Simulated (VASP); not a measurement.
Crystal: GaAs.

```
Ga As
1.0
     3.76073    0.00000    0.00000
    -1.88036    3.25689    0.00000
     0.00000    0.00000    6.46712
Ga As
2 2
Direct
  0.00000 0.00000 0.00000
  0.00000 0.00000 0.50000
  0.33333 0.66667 0.25000
  0.66667 0.33333 0.75000
```

```yaml
Program: VASP 6.6.1
Task: relaxation of cell and atoms
Functional: r2SCAN
Potentials_or_basis: VASP PAW PBE potentials, release 64 (Ga_d, As)
Cutoff: 600 eV
k_mesh: 12 × 12 × 4
Occupations: fermi-dirac, width 0.02 eV
Spin: no spin polarisation
```

At the start: pressure -2.6 GPa; volume 19.80 Å³/atom.

Q: How do energy, volume and symmetry change on relaxing?

A: Over 6 steps the energy falls by 7.0 meV/atom and the volume is 19.10 Å³/atom (-3.5 %); space group P6_3/mmc (No. 194, to 0.1 Å) before and after.

The path:
```csv
step,energy change (eV),largest force (eV/Å),pressure (GPa),volume (Å³)
1,0.0000,0.0000,-2.63,79.21
2,-0.0253,0.0000,0.91,75.54
3,-0.0271,0.0000,0.12,76.26
4,-0.0271,0.0000,0.06,76.32
5,-0.0279,0.0000,0.02,76.38
6,-0.0280,0.0000,-0.01,76.41
```

Final structure:
```
Ga As
1.0
     3.73280    0.00000    0.00000
    -1.86640    3.23270    0.00000
     0.00000    0.00000    6.33199
Ga As
2 2
Cartesian
  0.0000 0.0000 0.0000
  0.0000 0.0000 3.1660
  0.0000 2.1551 1.5830
  1.8664 1.0776 4.7490
```

Caveat: the PAW data sets were made with another functional, which shifts forces and pressure a little.
